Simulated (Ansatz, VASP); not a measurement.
**Two plane-wave programs on WSe2**

```
W Se
1.0
     3.18938    0.00000    0.00000
    -1.59469    2.76209    0.00000
     0.00000    0.00000    7.40479
W Se
1 2
Direct
  0.00000 0.00000 0.00000
  0.33333 0.66667 0.20487
  0.33333 0.66667 0.79513
```

Alike in both runs: task single point; functional PBE; dispersion D3(BJ); k mesh 9 × 9 × 4; occupations gaussian, width 0.05 eV; no spin polarisation.

|  | VASP | Ansatz |
| --- | --- | --- |
| version | VASP 6.6.1 | Ansatz 0.2.0 |
| potentials or method | VASP PAW PBE potentials, release 64 (W_sv, Se), cutoff 520 eV | scalar-relativistic, plane waves, PAW |
| valence electrons in the cell | 26 | 46 |

|  | VASP | Ansatz | Ansatz less VASP |
| --- | --- | --- | --- |
| gap on the k mesh at the Fermi level (eV) | 1.14 | 1.15 | +0.017 |
| least direct gap on the mesh (eV) | 1.53 | 1.54 | +0.008 |
| pressure (GPa) | 26.3 | 25.8 | -0.58 |
| traceless stress, the component that is largest in VASP (GPa) | 8.14 | 8.02 | -0.122 |
| rms of the force components (eV/Å) | 2.312 | 2.267 | -0.0450 |

Atom by atom the forces differ by 0.045 eV/Å (rms over components). VASP's potentials hold 26 valence electrons a cell and Ansatz's 46, so a difference there can come from the potentials and not from the codes.

Neither program's run includes spin-orbit coupling.
